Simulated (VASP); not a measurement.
# TaSi2 (P6_222) in VASP: further runs, part 2 of 2

VASP 6.6.1. The steps go on from the part before.

### Step 4. Relaxation of cell and atoms, PBE

This run uses another cell than the first one, of 14.43 Å³/atom.

Input file INCAR:

```
PREC = Accurate ; ENCUT = 600
EDIFF = 1E-6 ; ISMEAR = 0
SIGMA = 0.1 ; LREAL = False
LASPH = True ; NELM = 100
ALGO = Normal ; ISIF = 3
LWAVE = False ; LCHARG = False
GGA = PE ; IBRION = 2
NSW = 90 ; EDIFFG = -0.04
```

Input file KPOINTS:

```
Automatic mesh
0
Gamma
  6 6 4
```

Input file POSCAR:

```
TaSi2
1.0
    4.7799992400      0.0000000000      0.0000000000
   -2.3899996200      4.1396007700      0.0000000000
    0.0000000000      0.0000000000      6.5640001300
Ta Si
3 6
Direct
    0.5000000000      0.0000000000      0.5000000000
    0.5000000000      0.5000000000      0.8333333300
    0.0000000000      0.5000000000      0.1666666700
    0.1666500000      0.3332999900      0.5000000000
    0.8333500000      0.1666500000      0.8333333300
    0.6667000100      0.8333500000      0.1666666700
    0.8333500000      0.6667000100      0.5000000000
    0.1666500000      0.8333500000      0.8333333300
    0.3332999900      0.1666500000      0.1666666700
```

Launch:

```
$ cat potpaw_PBE.64/Ta_pv/POTCAR potpaw_PBE.64/Si/POTCAR > POTCAR
$ mpirun -np 1 vasp_std > vasp.out
```

It took 3.9 min on 1 thread of Intel Xeon 6975P-C (Granite Rapids), shared host; peak memory 0.35 GiB.

Results (log left out):

* Free energy: -72.2679 eV
* Relaxed volume: 14.67 Å³/atom
* Relaxed cell: a = 4.807 Å, b = 4.807 Å, c = 6.599 Å, α = 90.00°, β = 90.00°, γ = 120.00°
* Space group after relaxing (to 0.1 Å): P6_222 (No. 180)
* Energy gained by relaxing: 18.6 meV/atom
* Ionic steps: 6
* Pressure after relaxing: 0.0 GPa
* Band gap on the k mesh: zero (an odd number of electrons rules out a gap without spin polarisation)

Stress tensor (GPa, compression positive):
```
-0.20  0.00  0.00
 0.00 -0.20  0.00
 0.00  0.00  0.42
```

Step by step:
| step | energy change (eV) | largest force (eV/Å) | pressure (GPa) | volume (Å³) |
| --- | --- | --- | --- | --- |
| 1 | 0.0000 | 0.7622 | 3.67 | 129.88 |
| 2 | -0.0590 | 0.2445 | -5.59 | 136.19 |
| 3 | -0.0992 | 0.4384 | -2.23 | 133.68 |
| 4 | -0.1636 | 0.0861 | -0.27 | 132.11 |
| 5 | -0.1657 | 0.0022 | 0.19 | 131.78 |
| 6 | -0.1674 | 0.0007 | 0.00 | 132.03 |

Final structure:
```
CELL_PARAMETERS angstrom
4.80670 0.00000 0.00000
-2.40335 4.16273 0.00000
0.00000 0.00000 6.59859
ATOMIC_POSITIONS crystal
Ta 0.50000 0.00000 0.50000
Ta 0.50000 0.50000 0.83333
Ta 0.00000 0.50000 0.16667
Si 0.15916 0.31831 0.50000
Si 0.84084 0.15916 0.83333
Si 0.68169 0.84084 0.16667
Si 0.84084 0.68169 0.50000
Si 0.15916 0.84084 0.83333
Si 0.31831 0.15916 0.16667
```

Levels at points of the mesh, in eV from the Fermi level:
```
           k point  band 25  band 26  band 27  band 28  band 29  band 30  band 31  band 32  band 33  band 34
(0.00, 0.00, 0.00)    -2.47    -2.42    -2.16    -2.16    -1.49     0.74     2.95     2.95     3.34     3.51
(0.50, 0.00, 0.00)    -2.03    -1.06    -0.72    -0.07    -0.04     0.87     1.16     1.54     1.93     2.27
(0.00, 0.00, 0.50)    -2.19    -2.02    -1.78    -1.78     1.13     1.13     2.54     2.54     3.36     3.50
(0.50, 0.00, 0.50)    -2.01    -2.00    -1.82    -0.67    -0.26     1.53     1.92     2.48     2.53     2.53
```

Caveat: spin-orbit coupling is left out, which moves the levels of the heavy elements. Zero-point motion and thermal expansion aren't in these numbers.

### Step 5. Single point, PBE

Input file INCAR:

```
SYSTEM = TaSi2
PREC = Accurate
ENCUT = 520
EDIFF = 1E-6
ISMEAR = 0
SIGMA = 0.1
LREAL = .FALSE.
LASPH = .TRUE.
NELM = 100
ALGO = Normal
ISIF = 2
LWAVE = .FALSE.
LCHARG = .FALSE.
GGA = PE
NBANDS = 38
```

Input file KPOINTS:

```
Automatic mesh
0
G
  12 12 6
  0 0 0
```

Input file POSCAR:

```
TaSi2
1.0
    4.8057071681      0.0000000000      0.0000000000
   -2.4028535840      4.1618644907      0.0000000000
    0.0000000000      0.0000000000      6.5973473109
Ta Si
3 6
Direct
    0.5000000000      0.0000000000      0.5000000000
    0.5000000000      0.5000000000      0.8333333333
    0.0000000000      0.5000000000      0.1666666667
    0.1589210529      0.3178421058      0.5000000000
    0.8410789471      0.1589210529      0.8333333333
    0.6821578942      0.8410789471      0.1666666667
    0.8410789471      0.6821578942      0.5000000000
    0.1589210529      0.8410789471      0.8333333333
    0.3178421058      0.1589210529      0.1666666667
```

Potentials or basis: VASP PAW PBE potentials, release 64 (Ta_pv, Si).

Launch:

```
$ cat potpaw_PBE.64/Ta_pv/POTCAR potpaw_PBE.64/Si/POTCAR > POTCAR
$ mpirun -np 1 vasp_std > vasp.out
```

OUTCAR:

```text
SYSTEM = TaSi2
   PREC = Accurate
   ENCUT = 520
   EDIFF = 1E-6
   ISMEAR = 0
   LREAL = .FALSE.
   LASPH = .TRUE.
   NELM = 100
   ISIF = 2
   GGA = PE

 ion  position               nearest neighbor table
   1  0.500  0.000  0.500-   6 2.62   9 2.62   8 2.62   5 2.62   4 2.74   7 2.74   4 2.74   7 2.74
                             4 2.84   7 2.84   2 3.26   2 3.26   3 3.26   3 3.26
   2  0.500  0.500  0.833-   4 2.62   7 2.62   6 2.62   9 2.62   5 2.74   8 2.74   8 2.74   5 2.74
                             8 2.84   5 2.84   1 3.26   1 3.26   3 3.26   3 3.26
   3  0.000  0.500  0.167-   4 2.62   7 2.62   5 2.62   8 2.62   6 2.74   9 2.74   9 2.74   6 2.74
                             6 2.84   9 2.84   1 3.26   1 3.26   2 3.26   2 3.26
   4  0.159  0.318  0.500-   9 2.57   5 2.57   3 2.62   2 2.62   7 2.65   1 2.74   1 2.74   1 2.84
                             7 2.84   7 2.84
   5  0.841  0.159  0.833-   4 2.57   6 2.57   1 2.62   3 2.62   8 2.65   2 2.74   2 2.74   2 2.84
                             8 2.84   8 2.84
   6  0.682  0.841  0.167-   7 2.57   5 2.57   1 2.62   2 2.62   9 2.65   3 2.74   3 2.74   3 2.84
                             9 2.84   9 2.84
   7  0.841  0.682  0.500-   6 2.57   8 2.57   3 2.62   2 2.62   4 2.65   1 2.74   1 2.74   1 2.84
                             4 2.84   4 2.84
   8  0.159  0.841  0.833-   7 2.57   9 2.57   1 2.62   3 2.62   5 2.65   2 2.74   2 2.74   2 2.84
[... 1196 lines left out ...]
 [... further k-points ...]

------------------------ aborting loop because EDIFF is reached ----------------------------------------

  FORCE on cell =-STRESS in cart. coord.  units (eV):
  Direction    XX          YY          ZZ          XY          YZ          ZX
  --------------------------------------------------------------------------------------
  -------------------------------------------------------------------------------------
  Total        0.0710993      0.0710993      0.0750236      0.0000000      0.0000000      0.0000000
  in kB        0.8632988      0.8632988      0.9109491      0.0000000      0.0000000      0.0000000
  external PRESSURE =       0.8791823 kB  Pullay stress =       0.0000000 kB

 VOLUME and BASIS-vectors are now :
 -----------------------------------------------------------------------------
  energy-cutoff  :      520.00
  volume of cell :      131.95
      direct lattice vectors                 reciprocal lattice vectors
     4.805707168  0.000000000  0.000000000     0.208085921  0.120138462  0.000000000
    -2.402853584  4.161864491  0.000000000     0.000000000  0.240276924  0.000000000
     0.000000000  0.000000000  6.597347311     0.000000000  0.000000000  0.151576073

 POSITION                                       TOTAL-FORCE (eV/Angst)
 -----------------------------------------------------------------------------------
      2.40285      0.00000      3.29867        -0.000000     -0.000000      0.000000
      1.20143      2.08093      5.49779        -0.000000     -0.000000     -0.000000
     -1.20143      2.08093      1.09956        -0.000000     -0.000000      0.000000
      0.00000      1.32282      3.29867        -0.000000     -0.003808      0.000000
      3.66012      0.66141      5.49779         0.003298     -0.001904      0.000000
      1.25726      3.50046      1.09956         0.003298      0.001904      0.000000
      2.40285      2.83905      3.29867         0.000000      0.003808      0.000000
     -1.25726      3.50046      5.49779        -0.003298      0.001904      0.000000
      1.14559      0.66141      1.09956        -0.003298     -0.001904      0.000000
 -----------------------------------------------------------------------------------
    total drift:                                0.000000     -0.000000     -0.000000

  FREE ENERGIE OF THE ION-ELECTRON SYSTEM (eV)
  ---------------------------------------------------
  free  energy   TOTEN  =       -72.2632642640 eV

  energy  without entropy=      -72.2457080724  energy(sigma->0) =      -72.25448617
```

stdout:

```text
POSCAR found type information on POSCAR TaSi
 POSCAR found :  2 types and       9 ions
 scaLAPACK will be used
 LDA part: xc-table for (Slater+PW92), standard interpolation
 POSCAR, INCAR and KPOINTS ok, starting setup
 FFT: planning ... GRIDC
 FFT: planning ... GRID_SOFT
 FFT: planning ... GRID
 WAVECAR not read
 entering main loop
```

Run time: 2.1 min. Hardware: 1 thread of Intel Xeon 6975P-C (Granite Rapids), shared host; peak memory 0.43 GiB.

What came out:

```
Free energy            : -72.2633 eV
Pressure               : 0.1 GPa
Largest force          : 0.004 eV/Å
Band gap on the k mesh : zero (an odd number of electrons rules out a gap without spin polarisation)
```

Forces on the atoms (eV/Å):
```
Ta   0.000  0.000  0.000
Ta   0.000  0.000  0.000
Ta   0.000  0.000  0.000
Si   0.000 -0.004  0.000
Si   0.003 -0.002  0.000
Si   0.003  0.002  0.000
Si   0.000  0.004  0.000
Si  -0.003  0.002  0.000
Si  -0.003 -0.002  0.000
```

Levels at points of the mesh, in eV from the Fermi level:
```csv
k point,band 27,band 28,band 29,band 30,band 31,band 32
"(0.00, 0.00, 0.00)",-2.17,-2.17,-1.50,0.73,2.93,2.93
"(0.50, 0.00, 0.00)",-0.73,-0.09,-0.06,0.85,1.14,1.52
"(0.00, 0.00, 0.50)",-1.79,-1.79,1.12,1.12,2.53,2.53
"(0.50, 0.00, 0.50)",-1.84,-0.69,-0.28,1.52,1.91,2.47
```

Caveat: spin-orbit coupling is left out, which moves the levels of the heavy elements.

### Step 6. The runs side by side

| task | cell | k mesh | cutoff (eV) | gap on the mesh (eV) | pressure (GPa) | largest force (eV/Å) |
| --- | --- | --- | --- | --- | --- | --- |
| single point | a = 4.804, b = 4.804, c = 6.608 Å, angles 90.0, 90.0, 120.0°, 9 atoms, atomic positions A | 6 × 6 × 4 | 520 | none | -0.1 | 0.01 |
| single point | a = 4.780, b = 4.780, c = 6.564 Å, angles 90.0, 90.0, 120.0°, 9 atoms, atomic positions B | 6 × 6 × 4 | 520 | none | 3.7 | 0.76 |
| relaxation of cell and atoms | relaxed from a = 4.780, b = 4.780, c = 6.564 Å, angles 90.0, 90.0, 120.0°, 9 atoms, atomic positions B | 6 × 6 × 4 | 600 | none | 0.0 | - |
| single point | a = 4.806, b = 4.806, c = 6.597 Å, angles 90.0, 90.0, 120.0°, 9 atoms, atomic positions A | 12 × 12 × 6 | 520 | none | 0.1 | - |

Alike in all rows: level PBE; potentials or basis VASP PAW PBE potentials, release 64 (Ta_pv, Si); no spin polarisation; smearing gaussian 0.1 eV.

Caveats: spin-orbit coupling is left out, which moves the levels of the heavy elements; the cell stands under pressure (at least some runs).

Absolute energies hang on the potentials; compare differences alone.
